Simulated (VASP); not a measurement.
# Ti in VASP: further runs

The runs below take Ti through single point, with PBEsol.

All numbers are computed with VASP 6.6.1; they aren't measurements. Logs are shortened: lines on timing, memory, paths and dates and some standing lists are left out, and cuts for length are marked.

### 1 The cell of the first run

Symmetry: Im-3m, No. 229, cubic system. Conventional cell: a = 3.413 Å, b = 3.413 Å, c = 3.413 Å, α = 90.00°, β = 90.00°, γ = 90.00°. Within 3.9 Å of Ti (site symmetry m-3m) lie 14 Ti at 2.96 to 3.41 Å.

This isn't the form of Ti at room conditions, which is hcp.

### 2 Single point, PBEsol (strain +0.040 along x and y, +0.040 along z)

Input file INCAR:

```
PREC     = Accurate       # precision mode
ENCUT    = 520            # plane-wave cutoff, eV
EDIFF    = 1E-6           # SCF threshold, eV
ISMEAR   = 0              # smearing method
SIGMA    = 0.15           # smearing width, eV
LREAL    = False          # projectors in reciprocal space
LASPH    = True           # aspherical terms in the spheres
NELM     = 100            # most SCF steps
ALGO     = Normal         # electronic algorithm
ISIF     = 2              # what is computed and relaxed
LWAVE    = False          # write WAVECAR
LCHARG   = True           # write CHGCAR
GGA      = PS             # functional
LELF     = True           # ELF
LVHAR    = True         
NBANDS   = 12             # bands
```

Input file KPOINTS:

```
Automatic mesh
0
Gamma
  20 20 20
```

Input file POSCAR:

```
Ti
1.0
   -1.7066400000      1.7066400000      1.7066400000
    1.7066400000     -1.7066400000      1.7066400000
    1.7066400000      1.7066400000     -1.7066400000
Ti
1
Direct
    0.0000000000      0.0000000000      0.0000000000
```

Potentials or basis: VASP PAW PBE potentials, release 64 (Ti_sv).

Run with:

```console
$ cat potpaw_PBE.64/Ti_sv/POTCAR > POTCAR
$ mpirun -np 1 vasp_std > vasp.out
```

OUTCAR:

```text
PREC = Accurate
   ENCUT = 520
   EDIFF = 1E-6
   ISMEAR = 0
   LREAL = False
   LASPH = True
   NELM = 100
   ISIF = 2
   GGA = PS

 ion  position               nearest neighbor table
   1  0.000  0.000  0.000-

  LATTYP: Found a body centered cubic cell.
 ALAT       =     3.4132800000

  Lattice vectors:

 A1 = (  -1.7066400000,   1.7066400000,   1.7066400000)
 A2 = (   1.7066400000,  -1.7066400000,   1.7066400000)
 A3 = (   1.7066400000,   1.7066400000,  -1.7066400000)

Analysis of symmetry for initial positions (statically):
=====================================================================
 Subroutine PRICEL returns:
 Original cell was already a primitive cell.

 Routine SETGRP: Setting up the symmetry group for a
 body centered cubic supercell.

 Subroutine GETGRP returns: Found 48 space group operations
 (whereof 48 operations were pure point group operations)
 out of a pool of 48 trial point group operations.

The static configuration has the point symmetry O_h .

Analysis of symmetry for dynamics (positions and initial velocities):
=====================================================================
 Subroutine PRICEL returns:
 Original cell was already a primitive cell.

 Routine SETGRP: Setting up the symmetry group for a
 body centered cubic supercell.

 Subroutine GETGRP returns: Found 48 space group operations
 (whereof 48 operations were pure point group operations)
 out of a pool of 48 trial point group operations.

The dynamic configuration has the point symmetry O_h .

 Subroutine INISYM returns: Found 48 space group operations
 (whereof 48 operations are pure point group operations),
 and found     1 'primitive' translations

----------------------------------------------------------------------------------------

                                     Primitive cell

  volume of cell :      19.8832

  direct lattice vectors                    reciprocal lattice vectors
    -1.706640000  1.706640000  1.706640000     0.000000000  0.292973328  0.292973328
     1.706640000 -1.706640000  1.706640000     0.292973328  0.000000000  0.292973328
     1.706640000  1.706640000 -1.706640000     0.292973328  0.292973328  0.000000000

  length of vectors
     2.955987190  2.955987190  2.955987190     0.414326853  0.414326853  0.414326853

  position of ions in fractional coordinates (direct lattice)
     0.000000000  0.000000000  0.000000000

  ion indices of the primitive-cell ions
   primitive index   ion index
                 1           1

----------------------------------------------------------------------------------------

 KPOINTS: Automatic mesh

Automatic generation of k-mesh.
 Grid dimensions read from file:
 generate k-points for:   20   20   20

 Generating k-lattice:

  Cartesian coordinates                     Fractional coordinates (reciprocal lattice)
     0.000000000  0.014648666  0.014648666     0.050000000  0.000000000  0.000000000
     0.014648666  0.000000000  0.014648666     0.000000000  0.050000000  0.000000000
     0.014648666  0.014648666  0.000000000     0.000000000  0.000000000  0.050000000

  Length of vectors
     0.020716343  0.020716343  0.020716343

  Shift w.r.t. Gamma in fractional coordinates (k-lattice)
     0.000000000  0.000000000  0.000000000

 Subroutine IBZKPT returns following result:
 ===========================================

 Found    256 irreducible k-points:

 Following reciprocal coordinates:
            Coordinates               Weight
  0.000000  0.000000  0.000000      1.000000
  0.050000  0.000000  0.000000     12.000000
  0.100000  0.000000  0.000000     12.000000
  0.150000  0.000000  0.000000     12.000000
  0.200000  0.000000  0.000000     12.000000
  0.250000  0.000000  0.000000     12.000000
[... 16 lines left out ...]
  0.200000  0.100000  0.000000     48.000000
  0.250000  0.100000 -0.000000     48.000000
 [... further k-points ...]
   k-points           NKPTS =    256   k-points in BZ     NKDIM =    256   number of bands    NBANDS=     12
   number of dos      NEDOS =    301   number of ions     NIONS =      1
   total plane-waves  NPLWV =  13824
   dimension x,y,z NGX =    24 NGY =   24 NGZ =   24
   dimension x,y,z NGXF=    48 NGYF=   48 NGZF=   48
   ions per type =               1
   NGX,Y,Z   is equivalent  to a cutoff of  13.50, 13.50, 13.50 a.u.
   NGXF,Y,Z  is equivalent  to a cutoff of  27.00, 27.00, 27.00 a.u.
 SYSTEM =  unknown system
   PREC   = accura    normal or accurate (medium, high low for compatibility)
   ISTART =      0    job   : 0-new  1-cont  2-samecut
   ICHARG =      2    charge: 1-file 2-atom 10-const
   ISPIN  =      1    spin polarized calculation?
   LNONCOLLINEAR =      F non collinear calculations
   LSORBIT =      F    spin-orbit coupling
   LASPH  =      T    aspherical Exc in radial PAW
   ENCUT  =  520.0 eV  38.22 Ry    6.18 a.u.   5.50  5.50  5.50*2*pi/ulx,y,z
   NELM   =    100;   NELMIN=  2; NELMDL= -5     # of ELM steps
   EDIFF  = 0.1E-05   stopping-criterion for ELM
   LREAL  =      F    real-space projection
   EDIFFG = 0.1E-04   stopping-criterion for IOM
   NSW    =      0    number of steps for IOM
   IBRION =     -1    ionic relax: 0-MD 1-quasi-New 2-CG
   NFREE  =      0    steps in history (QN), initial steepest desc. (CG)
   ISIF   =      2    stress and relaxation
   ISYM   =      2    0-nonsym 1-usesym 2-fastsym
   POTIM  = 0.5000    time-step for ionic-motion
   TEBEG  =    0.0;   TEEND  =   0.0 temperature during run
   PSTRESS=    0.0 pullay stress
   NELECT =      12.0000    total number of electrons
   NUPDOWN=      -1.0000    fix difference up-down
   EMIN   =  10.00;   EMAX   =-10.00  energy-range for DOS
   EFERMI =   0.00;   METHOD = LEGACY
   ISMEAR =     0;   SIGMA  =   0.15  broadening in eV -4-tet -1-fermi 0-gaus
   EFERMI_NEDOS =   21; number of points for ismear=-14 and -15
   IALGO  =     38    algorithm
   IMIX   =      4    mixing-type and parameters
     AMIX     =   0.40;   BMIX     =  1.00
     AMIX_MAG =   1.60;   BMIX_MAG =  1.00
  volume/ion in A,a.u.               =      19.88       134.18
  Fermi-wavevector in a.u.,A,eV,Ry     =   1.383481  2.614401 26.041834  1.914021
  Thomas-Fermi vector in A             =   2.508075
   LORBIT       =      0    0 simple, 1 ext, 2 COOP (PROOUT), +10 PAW based schemes
   GGA     = PS    functional components
   LHFCALC =     F    Hartree Fock is set to
   AEXX    =    0.0000 exact exchange contribution
   IVDW    =     0    specifies the selected vdW correction
   LEPSILON=     F    determine dielectric tensor
   LRPA    =     F    only Hartree local field effects (RPA)
 non-spin polarized calculation
 Gauss-broadening in eV      SIGMA  =   0.15
  energy-cutoff  :      520.00
  volume of cell :       19.88
 maximum number of plane-waves:       555
 NGX is ok and might be reduce to    24
   NGX = 11   NGY = 11   NGZ = 11

 number of electron      11.9999996 magnetization

 Free energy of the ion-electron system (eV)
  ---------------------------------------------------
  ext. energy  EPLUGINS =         0.00000000
  ---------------------------------------------------
  free energy    TOTEN  =        -8.06572306 eV

  energy without entropy =       -8.03379951  energy(sigma->0) =       -8.04976128

 E-fermi :   6.6369     XC(G=0): -11.0020

 val. band max:        6.6326520203   @ k =   0.2500   0.1000   0.0500
 cond. band min:       6.6413316456   @ k =  -0.2500   0.3500   0.1000
 fundamental gap:      0.0086796253
 Fermi energy:         6.6369346029

 k-point     1 :       0.0000    0.0000    0.0000
  band No.  band energies     occupation
      1     -49.9394      2.00000
      2     -26.0171      2.00000
      3     -26.0171      2.00000
      4     -26.0171      2.00000
      5       1.0004      2.00000
      6       7.4921      0.00000
      7       7.4921      0.00000
      8       7.4921      0.00000
      9       8.9864      0.00000
     10       8.9864      0.00000
     11      23.1089      0.00000
     12      23.1089      0.00000

 k-point     2 :       0.0500    0.0000    0.0000
  band No.  band energies     occupation
      1     -49.9375      2.00000
      2     -26.0280      2.00000
      3     -26.0205      2.00000
      4     -26.0171      2.00000
      5       1.0764      2.00000
      6       7.4600      0.00000
      7       7.4841      0.00000
      8       7.5444      0.00000
      9       8.9491      0.00000
     10       8.9883      0.00000
     11      22.9287      0.00000
     12      23.0889      0.00000

 k-point     3 :       0.1000    0.0000    0.0000
  band No.  band energies     occupation
      1     -49.9321      2.00000
      2     -26.0598      2.00000
      3     -26.0307      2.00000
      4     -26.0171      2.00000
      5       1.3008      2.00000
      6       7.3680      0.00000
      7       7.4504      0.00000
      8       7.6986      0.00000
      9       8.8576      0.00000
     10       8.9952      0.00000
     11      22.3863      0.00000
     12      22.9668      0.00000

 k-point     4 :       0.1500    0.0000    0.0000
  band No.  band energies     occupation
      1     -49.9237      2.00000
      2     -26.1091      2.00000
      3     -26.0465      2.00000
      4     -26.0173      2.00000
      5       1.6630      2.00000
      6       7.2286      0.00000
      7       7.3677      0.00000
      8       7.9475      0.00000
      9       8.7642      0.00000
     10       9.0092      0.00000
     11      21.4894      0.00000
     12      22.6151      0.00000

 k-point     5 :       0.2000    0.0000    0.0000
  band No.  band energies     occupation
      1     -49.9131      2.00000
      2     -26.1706      2.00000
      3     -26.0663      2.00000
      4     -26.0174      2.00000
      5       2.1429      2.00000
      6       7.0593      0.00007
      7       7.2236      0.00000
      8       8.2781      0.00000
      9       8.7207      0.00000
     10       9.0330      0.00000
     11      20.3047      0.00000
     12      22.0187      0.00000
[... 228 lines left out ...]
      1     -49.9190      2.00000
      2     -26.1360      2.00000
      3     -26.0459      2.00000
      4     -26.0274      2.00000
      5       1.8747      2.00000
      6       7.1981      0.00000
      7       7.2471      0.00000
      8       8.1211      0.00000
      9       8.6833      0.00000
     10       9.0552      0.00000
     11      21.3039      0.00000
     12      21.9712      0.00000

 k-point    22 :       0.1500    0.1000    0.0000
  band No.  band energies     occupation
      1     -49.9089      2.00000
      2     -26.1914      2.00000
      3     -26.0648      2.00000
      4     -26.0305      2.00000
      5       2.3456      2.00000
      6       7.0400      0.00014
      7       7.0941      0.00002
      8       8.4610      0.00000
      9       8.6292      0.00000
     10       9.1035      0.00000
     11      20.3314      0.00000
     12      21.2004      0.00000

 k-point    23 :       0.2000    0.1000    0.0000
  band No.  band energies     occupation
      1     -49.8976      2.00000
      2     -26.2512      2.00000
      3     -26.0888      2.00000
      4     -26.0319      2.00000
      5       2.9014      2.00000
      6       6.8547      0.04002
      7       6.9304      0.00566
      8       8.6361      0.00000
      9       8.8662      0.00000
     10       9.1533      0.00000
     11      19.0397      0.00000
     12      20.5293      0.00000

 k-point    24 :       0.2500    0.1000   -0.0000
  band No.  band energies     occupation
      1     -49.8864      2.00000
      2     -26.3099      2.00000
      3     -26.1138      2.00000
      4     -26.0327      2.00000
      5       3.4899      2.00000
      6       6.6768      0.70685
      7       6.7950      0.13604
      8       8.7021      0.00000
      9       9.1857      0.00000
     10       9.3182      0.00000
     11      17.6532      0.00000
     12      19.9266      0.00000

 [... further k-points ...]

------------------------ aborting loop because EDIFF is reached ----------------------------------------

  FORCE on cell =-STRESS in cart. coord.  units (eV):
  Direction    XX          YY          ZZ          XY          YZ          ZX
  --------------------------------------------------------------------------------------
  -------------------------------------------------------------------------------------
  Total       -1.8783602     -1.8783602     -1.8783602      0.0000000      0.0000000     -0.0000000
  in kB     -151.3574171   -151.3574171   -151.3574171      0.0000000      0.0000000     -0.0000000
  external PRESSURE =    -151.3574171 kB  Pullay stress =       0.0000000 kB

 VOLUME and BASIS-vectors are now :
 -----------------------------------------------------------------------------
  energy-cutoff  :      520.00
  volume of cell :       19.88
      direct lattice vectors                 reciprocal lattice vectors
    -1.706640000  1.706640000  1.706640000     0.000000000  0.292973328  0.292973328
     1.706640000 -1.706640000  1.706640000     0.292973328  0.000000000  0.292973328
     1.706640000  1.706640000 -1.706640000     0.292973328  0.292973328  0.000000000

 POSITION                                       TOTAL-FORCE (eV/Angst)
 -----------------------------------------------------------------------------------
      0.00000      0.00000      0.00000         0.000000      0.000000     -0.000000
 -----------------------------------------------------------------------------------
    total drift:                               -0.000000      0.000000      0.000000

  FREE ENERGIE OF THE ION-ELECTRON SYSTEM (eV)
  ---------------------------------------------------
  free  energy   TOTEN  =        -8.0657230613 eV

  energy  without entropy=       -8.0337995086  energy(sigma->0) =       -8.04976128
```

It took 19 s on 1 thread of Intel Xeon 6975P-C (Granite Rapids), shared host; peak memory 0.17 GiB.

What came out:

* Free energy: -8.0657 eV
* Pressure: -15.1 GPa
* Band gap on the k mesh: zero (bands 6 and 7 overlap by 1.41 eV)

Caveat: the cell differs from its parent crystal (strain +0.040 along x and y, +0.040 along z); the cell stands under tension; the PAW data sets were made with another functional, which shifts forces and pressure a little.

(Continued in part 2 of 2.)
